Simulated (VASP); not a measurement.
A run of VASP 6.6.1 is set up as follows.

INCAR

```
ALGO = Normal
EDIFF = 1E-8
ENCUT = 520
GGA = PE
ISIF = 2
ISMEAR = -1
LASPH = T
LCHARG = F
LEFG = T
LREAL = F
LWAVE = F
NBANDS = 25
NELM = 80
PREC = Accurate
SIGMA = 0.03
```

KPOINTS

```
k-points
0
Gamma
  6 6 9
```

File POSCAR:

```
SiO2
1.0
    4.1801000000      0.0000000000      0.0000000000
    0.0000000000      4.1801000000      0.0000000000
    0.0000000000      0.0000000000      2.6678000000
Si O
2 4
Direct
    0.0000000000      0.0000000000      0.0000000000
    0.5000000000      0.5000000000      0.5000000000
    0.3067000000      0.3067000000      0.0000000000
    0.1933000000      0.8067000000      0.5000000000
    0.6933000000      0.6933000000      0.0000000000
    0.8067000000      0.1933000000      0.5000000000
```

Potentials or basis: VASP PAW PBE potentials, release 64 (Si, O).

Run with:

```sh
$ cat potpaw_PBE.64/Si/POTCAR potpaw_PBE.64/O/POTCAR > POTCAR
$ mpirun -np 1 vasp_std > vasp.out
```

Task: What does it give for the pressure?

Result: 11.0 GPa.

Task: Estimate the largest force.

Result: 0.244 eV/Å.

Task: Predict the band gap on the k mesh.

Result: 5.61 eV.

Forces in eV/Å, atoms in the order of the input:
```
Si   0.000  0.000  0.000
Si   0.000  0.000  0.000
O   -0.173 -0.173  0.000
O    0.173 -0.173  0.000
O    0.173  0.173  0.000
O   -0.173  0.173  0.000
```

Caveat: the cell stands under pressure; without QUAD_EFG the Cq values of the log hold for a quadrupole moment of 1 mb, not for the nuclei; an odd mesh through Γ misses points on the zone boundary, where band edges can lie.
